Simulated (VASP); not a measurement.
Ir: single point with PBE

The system is Ir.

```xyz
1
Lattice="0.0000 1.8897 1.8897 1.8897 0.0000 1.8897 1.8897 1.8897 0.0000" Properties=species:S:1:pos:R:3 pbc="T T T"
Ir    0.0000    0.0000    0.0000
```

This cell differs from its parent crystal: volume scaled by 0.96.

| Item | Value |
| --- | --- |
| Program | VASP 6.6.1 |
| Task | single point |
| Functional | PBE |
| Potentials or basis | VASP PAW PBE potentials, release 64 (Ir) |
| Cutoff | 520 eV |
| k mesh | 12 × 12 × 12 |
| Occupations | fermi-dirac, width 0.05 eV |
| Spin | no spin polarisation |

- Pressure: 30.0 GPa

Levels at points of the mesh, in eV from the Fermi level:
| k point | band 2 | band 3 | band 4 | band 5 | band 6 | band 7 |
| --- | --- | --- | --- | --- | --- | --- |
| (0.00, 0.00, 0.00) | -4.22 | -4.22 | -4.22 | -1.32 | -1.32 | 14.18 |
| (0.50, 0.00, 0.00) | -4.34 | -4.34 | -0.93 | 0.94 | 0.94 | 7.72 |
| (0.50, 0.50, 0.00) | -7.92 | 0.91 | 1.57 | 1.57 | 1.66 | 11.14 |

It took 11 s on 1 thread of Intel(R) Xeon(R) Platinum 8259CL CPU @ 2.50GHz (Skylake/Cascade Lake), on a shared host, peak memory 0.13 GiB.

Caveat: spin-orbit coupling is left out, which moves the levels of the heavy elements.
